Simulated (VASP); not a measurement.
Input of a VASP 6.6.1 run:

INCAR

```
  PREC = Accurate
  ENCUT = 520
  EDIFF = 1E-6
  ISMEAR = 0
  SIGMA = 0.1
  LREAL = False
  LASPH = True
  NELM = 80
  ALGO = Normal
  ISIF = 2
  LWAVE = False
  LCHARG = False
  GGA = PE
  NBANDS = 61
```

KPOINTS

```
Automatic mesh
0
Gamma
  12 12 2
```

File POSCAR:

```
MgCd5Se6
1.0
    4.0306836053      0.0000000000      0.0000000000
   -2.0153418027      3.4906743968      0.0000000000
    0.0000000000      0.0000000000     19.7671596258
Mg Cd Se
1 5 6
Direct
    0.0000000000      0.0000000000      0.5000000000
    0.3333333333      0.6666666667      0.1685778289
    0.6666666667      0.3333333333      0.3370463842
    0.3333333333      0.6666666667      0.6629536158
    0.6666666667      0.3333333333      0.8314221711
    0.0000000000      0.0000000000      0.0000000000
    0.3333333333      0.6666666667      0.4220423707
    0.6666666667      0.3333333333      0.5779576293
    0.0000000000      0.0000000000      0.7470317309
    0.3333333333      0.6666666667      0.9156865258
    0.6666666667      0.3333333333      0.0843134742
    0.0000000000      0.0000000000      0.2529682691
```

Potentials or basis: VASP PAW PBE potentials, release 64 (Mg, Cd, Se).

Run with:

```sh
$ cat potpaw_PBE.64/Mg/POTCAR potpaw_PBE.64/Cd/POTCAR potpaw_PBE.64/Se/POTCAR > POTCAR
$ mpirun -np 1 vasp_std > vasp.out
```

What does it give for the band gap on the k mesh?

Zero (bands 49 and 50 overlap by 0.10 eV).

Predict the largest force.

0.036 eV/Å.

Forces on the atoms (eV/Å):
```
Mg   0.000  0.000  0.000
Cd   0.000  0.000  0.000
Cd   0.000  0.000  0.001
Cd   0.000  0.000 -0.001
Cd   0.000  0.000  0.000
Cd   0.000  0.000  0.000
Se   0.000  0.000  0.036
Se   0.000  0.000 -0.036
Se   0.000  0.000  0.000
Se   0.000  0.000  0.000
Se   0.000  0.000  0.000
Se   0.000  0.000  0.000
```

Caveat: semilocal functionals underestimate gaps, and a narrow one can read as zero.
